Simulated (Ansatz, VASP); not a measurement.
One calculation of HfPdSe4, two programs

```
CELL_PARAMETERS angstrom
3.75528 0.00000 0.00000
-1.87764 3.25217 0.00000
0.00000 0.00000 13.43025
ATOMIC_POSITIONS crystal
Hf 0.00000 0.00000 0.00000
Pd 0.00000 0.00000 0.50000
Se 0.66667 0.33333 0.88212
Se 0.66667 0.33333 0.40329
Se 0.33333 0.66667 0.59671
Se 0.33333 0.66667 0.11788
```

Change from the starting cell: relaxed end of: species swapped into the TaTiTe4 type (P-3m1, No. 164).

Alike in both runs: functional PBE; k mesh 12 × 12 × 4; occupations gaussian, width 0.02 eV; no spin polarisation.

Ansatz relaxed the structure, and its values are those at the end. VASP's run is a single point on that final structure, the one shown.

|  | VASP | Ansatz |
| --- | --- | --- |
| version | VASP 6.6.1 | Ansatz 0.2.0 |
| potentials or method | VASP PAW PBE potentials, release 64 (Hf_pv, Pd, Se), cutoff 520 eV | scalar-relativistic, plane waves, PAW |
| valence electrons in the cell | 44 | 108 |

VASP gave:

| Quantity | Value |
| --- | --- |
| gap on the k mesh at the Fermi level (eV) | 0.57 |
| least direct gap on the mesh (eV) | 0.96 |
| pressure (GPa) | -0.1 |
| rms of the force components (eV/Å) | 0.012 |

Problem. Which values does Ansatz return?

Solution. gap on the k mesh at the Fermi level (eV): 0.56; least direct gap on the mesh (eV): 0.97; pressure (GPa): 0.0; rms of the force components (eV/Å): 0.003.

VASP's potentials hold 44 valence electrons a cell and Ansatz's 108, so a difference there can come from the potentials and not from the codes.

Spin-orbit coupling is off throughout.
